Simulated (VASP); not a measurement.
Set up this calculation in VASP 6.6.1, as the native input.

```
Task                   : single point
Functional             : PBE
Potentials or basis    : VASP PAW PBE potentials, release 64 (Zn, Te, O)
Cutoff                 : 520 eV
k mesh                 : 4 × 4 × 4
Occupations            : gaussian, width 0.1 eV
Spin                   : no spin polarisation
Dipole correction      : no
Further INCAR settings : ALGO = Normal; EDIFF = 1e-06; NBANDS = 30
```

The structure of ZnTe2O3 lies in POSCAR:

```
ZnTe2O3
1.0
   -2.7865456000      2.7865456000      4.1595788200
    2.7865456000     -2.7865456000      4.1595788200
    2.7865456000      2.7865456000     -4.1595788200
Zn Te O
1 2 3
Direct
    0.0000000000      0.0000000000      0.0000000000
    0.6721644200      0.6721644200      0.0000000000
    0.3278355800      0.3278355800      0.0000000000
    0.7500000000      0.2500000000      0.5000000000
    0.2500000000      0.7500000000      0.5000000000
    0.5000000000      0.5000000000      0.0000000000
```

The input as run:

INCAR

```
ALGO     = Normal         # electronic algorithm
EDIFF    = 1E-6           # SCF threshold, eV
ENCUT    = 520            # plane-wave cutoff, eV
GGA      = PE             # functional
ISIF     = 2              # what is computed and relaxed
ISMEAR   = 0              # smearing method
LASPH    = T              # aspherical terms in the spheres
LCHARG   = F              # write CHGCAR
LREAL    = F              # projectors in reciprocal space
LWAVE    = F              # write WAVECAR
NBANDS   = 30             # bands
NELM     = 100            # most SCF steps
PREC     = Accurate       # precision mode
SIGMA    = 0.1            # smearing width, eV
```

KPOINTS

```
k-points
0
Gamma
  4 4 4
```

Potentials or basis: VASP PAW PBE potentials, release 64 (Zn, Te, O).

The run is started by

```sh
$ cat potpaw_PBE.64/Zn/POTCAR potpaw_PBE.64/Te/POTCAR potpaw_PBE.64/O/POTCAR > POTCAR
$ mpirun -np 1 vasp_std > vasp.out
```

It gave:

```yaml
Pressure: 48.3 GPa
Largest_force: 47.385 eV/Å
Band_gap_on_the_k_mesh: zero (band 21 reaches 4.25 eV, above the bottom of band 22 at 2.18 eV)
```

Caveat: the k points lie up to 0.40 Å⁻¹ apart; spin-orbit coupling is left out, which moves the levels of the heavy elements; forces of over 1 eV/Å act on the atoms, so gaps and moduli don't describe the material at rest.

Wall time 2.2 min on 1 thread of Intel Xeon 8259CL, on a shared host, peak memory 0.34 GiB.
